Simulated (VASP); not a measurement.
Runs of VASP 6.6.1 on CdS (Hawleyite). The structure is that of space group F-43m (No. 216), or close to it. The cells are those of the table. 

| cell | gap on the mesh (eV) | pressure (GPa) |
| --- | --- | --- |
| a = 4.069 Å, angles 60.0°, 2 atoms | 0.98 | 0.7 |
| a = 4.040 Å, angles 60.0°, 2 atoms | 1.02 | (a) |
| a = 4.205 Å, angles 60.0°, 2 atoms | 0.76 | (b) |
| a = 4.097 Å, angles 60.0°, 2 atoms | 0.93 | -0.7 |
| a = 4.179 Å, angles 60.0°, 2 atoms | 0.80 | -4.1 |
| a = 4.152 Å, angles 60.0°, 2 atoms | 0.85 | -3.1 |
| a = 4.125 Å, angles 60.0°, 2 atoms | 0.89 | -2.0 |

Alike in all rows: task single point; level LDA; potentials or basis VASP PAW LDA potentials, release 64 (Cd, S); no spin polarisation; k mesh 6 × 6 × 6; cutoff (eV) 520; smearing gaussian 0.01 eV.

Question: Estimate the missing entries.

Answer: (a) 2.2; (b) -4.9.

A k mesh can miss the band edges, and the runs leave out spin-orbit coupling on Cd.
